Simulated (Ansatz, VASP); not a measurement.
## Na3Rh in VASP and in Ansatz

File INCAR:

```
SYSTEM = Na3Rh
PREC = Accurate ; ENCUT = 520
EDIFF = 1E-6 ; ISMEAR = 0
SIGMA = 0.1 ; LREAL = .FALSE.
LASPH = .TRUE. ; NELM = 60
ALGO = Normal ; ISIF = 2
LWAVE = .FALSE. ; LCHARG = .TRUE.
GGA = PE ; LELF = .TRUE.
LVHAR = .TRUE. ; NBANDS = 26
```

Contents of KPOINTS:

```
Automatic mesh
0
G
  4 4 4
  0 0 0
```

POSCAR

```
Na3Rh
1.0
    4.1682440746      0.0000000000      0.0000000000
    0.0000000000      4.1682440746      0.0000000000
    0.0000000000      0.0000000000      4.1254003433
Na Rh
3 1
Direct
    0.0000000000      0.5000000000      0.5000000000
    0.5000000000      0.0000000000      0.5000000000
    0.5000000000      0.5000000000      0.0000000000
    0.0000000000      0.0000000000      0.0000000000
```

Input for Ansatz:

```yaml
crystal:
  lattice:
    - [4.1682440746, 0.0, 0.0]
    - [0.0, 4.1682440746, 0.0]
    - [0.0, 0.0, 4.1254003433]
  atoms:
    - { symbol: Na, position: [0.0, 0.5, 0.5] }
    - { symbol: Na, position: [0.5, 0.0, 0.5] }
    - { symbol: Na, position: [0.5, 0.5, 0.0] }
    - { symbol: Rh, position: [0.0, 0.0, 0.0] }
basis:
  ecutwfc: 420
kpoints:
  mp_grid: { grid: [4, 4, 4] }
hamiltonian:
  xc: pbe
scf:
  occupations: { method: gaussian, width: 0.1 }
  lower_state_search: "off"
output:
  forces: true
  stress: true
  eigenvalues: true
```

Alike in both runs: task single point; functional PBE; k mesh 4 × 4 × 4; occupations gaussian, width 0.1 eV; no spin polarisation.

```csv
,VASP,Ansatz
version,VASP 6.6.1,Ansatz 0.2.0
potentials or method,"VASP PAW PBE potentials, release 64 (Na_pv, Rh_pv), cutoff 520 eV","scalar-relativistic, plane waves, PAW"
valence electrons in the cell,36,44
```

|  | VASP | Ansatz | Ansatz less VASP |
| --- | --- | --- | --- |
| gap on the k mesh at the Fermi level (eV) | none | none | - |
| pressure (GPa) | 9.0 | 8.9 | -0.09 |
| traceless stress, the component that is largest in VASP (GPa) | -0.15 | -0.16 | -0.008 |

A gap of «none» marks a metal or a gap that the smearing closes. The functional is the same, so the differences come from potentials, cutoffs and numerics. VASP's potentials hold 36 valence electrons a cell and Ansatz's 44, so a difference there can come from the potentials and not from the codes.

The k mesh is coarse, so the values compare programs but aren't converged.
